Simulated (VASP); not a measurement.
# SiSe (F-43m) in VASP: further runs

The runs below take SiSe through single point, relaxation of cell and atoms, with PBE.

Program: VASP 6.6.1. These are calculated values, not measurements. Logs are shortened: lines on timing, memory, paths and dates and some standing lists are left out, and cuts for length are marked.

### 1 The cell of the first run

The structure is cubic, space group F-43m (No. 216). The conventional cell has a = 5.680 Å, b = 5.680 Å, c = 5.680 Å, α = 90.00°, β = 90.00°, γ = 90.00°. Si (site symmetry -43m) has 4 Se at 2.46 Å within 3.2 Å. Within 3.2 Å of Se (site symmetry -43m) lie 4 Si at 2.46 Å.

### 2 Single point, PBE

File INCAR:

```
SYSTEM = SiSe
PREC = Accurate
ENCUT = 520
EDIFF = 1E-6
ISMEAR = 0
SIGMA = 0.1
LREAL = .False.
LASPH = .True.
NELM = 60
ALGO = Normal
ISIF = 2
LWAVE = .False.
LCHARG = .False.
GGA = PE
NBANDS = 12
```

File KPOINTS:

```
regular mesh
0
Gamma
  6 6 6
  0 0 0
```

File POSCAR:

```
SiSe
1.0
    0.0000000000      2.8400277228      2.8400277228
    2.8400277228      0.0000000000      2.8400277228
    2.8400277228      2.8400277228      0.0000000000
Si Se
1 1
Direct
    0.0000000000      0.0000000000      0.0000000000
    0.7500000000      0.7500000000      0.7500000000
```

Potentials or basis: VASP PAW PBE potentials, release 64 (Si, Se).

Launch:

```sh
$ cat potpaw_PBE.64/Si/POTCAR potpaw_PBE.64/Se/POTCAR > POTCAR
$ mpirun -np 1 vasp_std > vasp.out
```

OUTCAR:

```text
SYSTEM = SiSe
   PREC = Accurate
   ENCUT = 520
   EDIFF = 1E-6
   ISMEAR = 0
   LREAL = .False.
   LASPH = .True.
   NELM = 60
   ISIF = 2
   GGA = PE

 ion  position               nearest neighbor table
   1  0.000  0.000  0.000-   2 2.46   2 2.46   2 2.46   2 2.46
   2  0.750  0.750  0.750-   1 2.46   1 2.46   1 2.46   1 2.46

  LATTYP: Found a face centered cubic cell.
 ALAT       =     5.6800554456

  Lattice vectors:

 A1 = (   0.0000000000,   2.8400277228,   2.8400277228)
 A2 = (   2.8400277228,   0.0000000000,   2.8400277228)
 A3 = (   2.8400277228,   2.8400277228,   0.0000000000)

Analysis of symmetry for initial positions (statically):
=====================================================================
 Subroutine PRICEL returns:
 Original cell was already a primitive cell.

 Routine SETGRP: Setting up the symmetry group for a
 face centered cubic supercell.

 Subroutine GETGRP returns: Found 24 space group operations
 (whereof 24 operations were pure point group operations)
 out of a pool of 48 trial point group operations.

The static configuration has the point symmetry T_d .

Analysis of symmetry for dynamics (positions and initial velocities):
=====================================================================
 Subroutine PRICEL returns:
 Original cell was already a primitive cell.

 Routine SETGRP: Setting up the symmetry group for a
 face centered cubic supercell.

 Subroutine GETGRP returns: Found 24 space group operations
 (whereof 24 operations were pure point group operations)
 out of a pool of 48 trial point group operations.

The dynamic configuration has the point symmetry T_d .

 Subroutine INISYM returns: Found 24 space group operations
 (whereof 24 operations are pure point group operations),
 and found     1 'primitive' translations

----------------------------------------------------------------------------------------

                                     Primitive cell

  volume of cell :      45.8139

  direct lattice vectors                    reciprocal lattice vectors
     0.000000000  2.840027723  2.840027723    -0.176054619  0.176054619  0.176054619
     2.840027723  0.000000000  2.840027723     0.176054619 -0.176054619  0.176054619
     2.840027723  2.840027723  0.000000000     0.176054619  0.176054619 -0.176054619

  length of vectors
     4.016405723  4.016405723  4.016405723     0.304935546  0.304935546  0.304935546

  position of ions in fractional coordinates (direct lattice)
     0.000000000  0.000000000  0.000000000
     0.750000000  0.750000000  0.750000000

  ion indices of the primitive-cell ions
   primitive index   ion index
                 1           1
                 2           2

----------------------------------------------------------------------------------------

 KPOINTS: regular mesh

Automatic generation of k-mesh.
 Grid dimensions read from file:
 generate k-points for:    6    6    6

 Generating k-lattice:

  Cartesian coordinates                     Fractional coordinates (reciprocal lattice)
    -0.029342437  0.029342437  0.029342437     0.166666667  0.000000000  0.000000000
     0.029342437 -0.029342437  0.029342437     0.000000000  0.166666667  0.000000000
     0.029342437  0.029342437 -0.029342437     0.000000000  0.000000000  0.166666667

  Length of vectors
     0.050822591  0.050822591  0.050822591

  Shift w.r.t. Gamma in fractional coordinates (k-lattice)
     0.000000000  0.000000000  0.000000000

 Subroutine IBZKPT returns following result:
 ===========================================

 Found     16 irreducible k-points:

 Following reciprocal coordinates:
            Coordinates               Weight
  0.000000  0.000000  0.000000      1.000000
  0.166667  0.000000  0.000000      8.000000
  0.333333  0.000000  0.000000      8.000000
  0.500000  0.000000  0.000000      4.000000
  0.166667  0.166667  0.000000      6.000000
  0.333333  0.166667  0.000000     24.000000
[... 8 lines left out ...]
 -0.333333  0.333333  0.166667     24.000000
 -0.333333  0.500000  0.166667     12.000000
   k-points           NKPTS =     16   k-points in BZ     NKDIM =     16   number of bands    NBANDS=     12
   number of dos      NEDOS =    301   number of ions     NIONS =      2
   total plane-waves  NPLWV =  27000
   dimension x,y,z NGX =    30 NGY =   30 NGZ =   30
   dimension x,y,z NGXF=    60 NGYF=   60 NGZF=   60
   ions per type =               1   1
   NGX,Y,Z   is equivalent  to a cutoff of  12.42, 12.42, 12.42 a.u.
   NGXF,Y,Z  is equivalent  to a cutoff of  24.84, 24.84, 24.84 a.u.
 SYSTEM =  SiSe
   PREC   = accura    normal or accurate (medium, high low for compatibility)
   ISTART =      0    job   : 0-new  1-cont  2-samecut
   ICHARG =      2    charge: 1-file 2-atom 10-const
   ISPIN  =      1    spin polarized calculation?
   LNONCOLLINEAR =      F non collinear calculations
   LSORBIT =      F    spin-orbit coupling
   LASPH  =      T    aspherical Exc in radial PAW
   ENCUT  =  520.0 eV  38.22 Ry    6.18 a.u.   7.47  7.47  7.47*2*pi/ulx,y,z
   NELM   =     60;   NELMIN=  2; NELMDL= -5     # of ELM steps
   EDIFF  = 0.1E-05   stopping-criterion for ELM
   LREAL  =      F    real-space projection
   EDIFFG = 0.1E-04   stopping-criterion for IOM
   NSW    =      0    number of steps for IOM
   IBRION =     -1    ionic relax: 0-MD 1-quasi-New 2-CG
   NFREE  =      0    steps in history (QN), initial steepest desc. (CG)
   ISIF   =      2    stress and relaxation
   ISYM   =      2    0-nonsym 1-usesym 2-fastsym
   POTIM  = 0.5000    time-step for ionic-motion
   TEBEG  =    0.0;   TEEND  =   0.0 temperature during run
   PSTRESS=    0.0 pullay stress
   NELECT =      10.0000    total number of electrons
   NUPDOWN=      -1.0000    fix difference up-down
   EMIN   =  10.00;   EMAX   =-10.00  energy-range for DOS
   EFERMI =   0.00;   METHOD = LEGACY
   ISMEAR =     0;   SIGMA  =   0.10  broadening in eV -4-tet -1-fermi 0-gaus
   EFERMI_NEDOS =   21; number of points for ismear=-14 and -15
   IALGO  =     38    algorithm
   IMIX   =      4    mixing-type and parameters
     AMIX     =   0.40;   BMIX     =  1.00
     AMIX_MAG =   1.60;   BMIX_MAG =  1.00
  volume/ion in A,a.u.               =      22.91       154.58
  Fermi-wavevector in a.u.,A,eV,Ry     =   0.985694  1.862692 13.219329  0.971593
  Thomas-Fermi vector in A             =   2.117020
   LORBIT       =      0    0 simple, 1 ext, 2 COOP (PROOUT), +10 PAW based schemes
   GGA     = PE    functional components
   LHFCALC =     F    Hartree Fock is set to
   AEXX    =    0.0000 exact exchange contribution
   IVDW    =     0    specifies the selected vdW correction
   LEPSILON=     F    determine dielectric tensor
   LRPA    =     F    only Hartree local field effects (RPA)
 non-spin polarized calculation
 Gauss-broadening in eV      SIGMA  =   0.10
  energy-cutoff  :      520.00
  volume of cell :       45.81
 maximum number of plane-waves:      1258
 NGX is ok and might be reduce to    30
   NGX = 15   NGY = 15   NGZ = 15

 number of electron      10.0000001 magnetization

 Free energy of the ion-electron system (eV)
  ---------------------------------------------------
  ext. energy  EPLUGINS =         0.00000000
  ---------------------------------------------------
  free energy    TOTEN  =        -7.70419254 eV

  energy without entropy =       -7.69472591  energy(sigma->0) =       -7.69945922

 E-fermi :   5.7434     XC(G=0):  -9.2772

 val. band max:        5.6951519344   @ k =  -0.3333   0.3333   0.1667
 cond. band min:       5.8413552678   @ k =   0.5000   0.3333   0.0000
 fundamental gap:      0.1462033335
 Fermi energy:         5.7433796757

 k-point     1 :       0.0000    0.0000    0.0000
  band No.  band energies     occupation
      1     -10.4811      2.00000
      2       1.7455      2.00000
      3       1.8623      2.00000
      4       1.8623      2.00000
      5       1.8623      2.00000
      6       6.2180      0.00000
      7       6.2180      0.00000
      8       6.2180      0.00000
      9      11.0959      0.00000
     10      12.3207      0.00000
     11      12.3207      0.00000
     12      15.0116      0.00000

 k-point     2 :       0.1667    0.0000    0.0000
  band No.  band energies     occupation
      1     -10.2629      2.00000
      2      -0.6866      2.00000
      3       1.6195      2.00000
      4       1.6195      2.00000
      5       3.4402      2.00000
      6       6.6391      0.00000
      7       6.6391      0.00000
      8       6.7962      0.00000
      9      11.6907      0.00000
     10      11.6907      0.00000
     11      12.1841      0.00000
     12      14.3214      0.00000

 k-point     3 :       0.3333    0.0000    0.0000
  band No.  band energies     occupation
      1      -9.7371      2.00000
      2      -2.7786      2.00000
      3       1.2368      2.00000
      4       1.2368      2.00000
      5       3.3760      2.00000
      6       7.1019      0.00000
      7       7.1019      0.00000
      8       9.0765      0.00000
      9      12.1727      0.00000
     10      12.1727      0.00000
     11      12.3440      0.00000
     12      15.5811      0.00000
[... 166 lines left out ...]
 k-point    15 :      -0.3333    0.3333    0.1667
  band No.  band energies     occupation
      1      -9.0882      2.00000
      2      -3.6523      2.00000
      3      -0.7707      2.00000
      4       0.1753      2.00000
      5       5.6952      1.50479
      6       6.9771      0.00000
      7       8.3432      0.00000
      8       9.4668      0.00000
      9      10.7314      0.00000
     10      13.7751      0.00000
     11      14.6654      0.00000
     12      16.4486      0.00000

 k-point    16 :      -0.3333    0.5000    0.1667
  band No.  band energies     occupation
      1      -8.9701      2.00000
      2      -3.7949      2.00000
      3      -0.5354      2.00000
      4      -0.3464      2.00000
      5       5.8480      0.13892
      6       5.8739      0.06500
      7       9.0170      0.00000
      8       9.6581      0.00000
      9      12.2938      0.00000
     10      13.7456      0.00000
     11      15.1282      0.00000
     12      15.9510      0.00000

------------------------ aborting loop because EDIFF is reached ----------------------------------------

  FORCE on cell =-STRESS in cart. coord.  units (eV):
  Direction    XX          YY          ZZ          XY          YZ          ZX
  --------------------------------------------------------------------------------------
  -------------------------------------------------------------------------------------
  Total        3.5252529      3.5252529      3.5252529      0.0000000      0.0000000      0.0000000
  in kB      123.2829794    123.2829794    123.2829794      0.0000000      0.0000000      0.0000000
  external PRESSURE =     123.2829794 kB  Pullay stress =       0.0000000 kB

 VOLUME and BASIS-vectors are now :
 -----------------------------------------------------------------------------
  energy-cutoff  :      520.00
  volume of cell :       45.81
      direct lattice vectors                 reciprocal lattice vectors
     0.000000000  2.840027723  2.840027723    -0.176054619  0.176054619  0.176054619
     2.840027723  0.000000000  2.840027723     0.176054619 -0.176054619  0.176054619
     2.840027723  2.840027723  0.000000000     0.176054619  0.176054619 -0.176054619

 POSITION                                       TOTAL-FORCE (eV/Angst)
 -----------------------------------------------------------------------------------
      0.00000      0.00000      0.00000         0.000000      0.000000      0.000000
      4.26004      4.26004      4.26004        -0.000000     -0.000000     -0.000000
 -----------------------------------------------------------------------------------
    total drift:                               -0.000000     -0.000000     -0.000000

  FREE ENERGIE OF THE ION-ELECTRON SYSTEM (eV)
  ---------------------------------------------------
  free  energy   TOTEN  =        -7.7041925417 eV

  energy  without entropy=       -7.6947259072  energy(sigma->0) =       -7.69945922
```

Run time: 7.4 s. Hardware: 1 thread of Intel Xeon Platinum 8559C (Emerald Rapids), shared host; peak memory 0.16 GiB.

Results:

* Free energy: -7.7042 eV
* Pressure: 12.3 GPa
* Band gap on the k mesh: zero (band 5 reaches 5.85 eV, above the bottom of band 6 at 4.45 eV)

### 3 Single point, PBE

This run uses another cell than the first one, of 29.04 Å³/atom, 1.268 times its volume.

File INCAR:

```
ALGO     = Normal         # electronic algorithm
EDIFF    = 1E-7           # SCF threshold, eV
ENCUT    = 520            # plane-wave cutoff, eV
GGA      = PE             # functional
ISIF     = 2              # what is computed and relaxed
ISMEAR   = 0              # smearing method
LASPH    = True           # aspherical terms in the spheres
LCHARG   = True           # write CHGCAR
LELF     = True           # ELF
LREAL    = False          # projectors in reciprocal space
LVHAR    = True         
LWAVE    = False          # write WAVECAR
NBANDS   = 12             # bands
NELM     = 80             # most SCF steps
PREC     = Accurate       # precision mode
SIGMA    = 0.1            # smearing width, eV
```

File KPOINTS:

```
k-points
0
Gamma
  6 6 6
```

File POSCAR:

```
SiSe
1.0
    0.0000000000      3.0738686973      3.0738686973
    3.0738686973      0.0000000000      3.0738686973
    3.0738686973      3.0738686973      0.0000000000
Si Se
1 1
Direct
    0.0000000000      0.0000000000      0.0000000000
    0.7500000000      0.7500000000      0.7500000000
```

Potentials or basis: VASP PAW PBE potentials, release 64 (Si, Se).

Launch:

```sh
$ cat potpaw_PBE.64/Si/POTCAR potpaw_PBE.64/Se/POTCAR > POTCAR
$ mpirun -np 1 vasp_std > vasp.out
```

It took 7.8 s on 1 thread of Intel Xeon Platinum 8559C (Emerald Rapids), shared host; peak memory 0.18 GiB.

The run converged. Its results:

- Free energy: -8.1200 eV
- Pressure: 0.1 GPa
- Band gap on the k mesh: zero (band 5 reaches 3.32 eV, above the bottom of band 6 at 2.83 eV)

Levels at points of the mesh, in eV from the Fermi level:
| k point | band 3 | band 4 | band 5 | band 6 | band 7 | band 8 |
| --- | --- | --- | --- | --- | --- | --- |
| (0.00, 0.00, 0.00) | -2.89 | -2.89 | -2.89 | 0.90 | 0.90 | 0.90 |
| (0.50, 0.00, 0.00) | -3.51 | -3.51 | -2.39 | 1.79 | 1.79 | 4.10 |
| (0.50, 0.50, 0.00) | -4.35 | -4.35 | -0.83 | -0.44 | 4.58 | 4.58 |

[end of part 1 of 2]
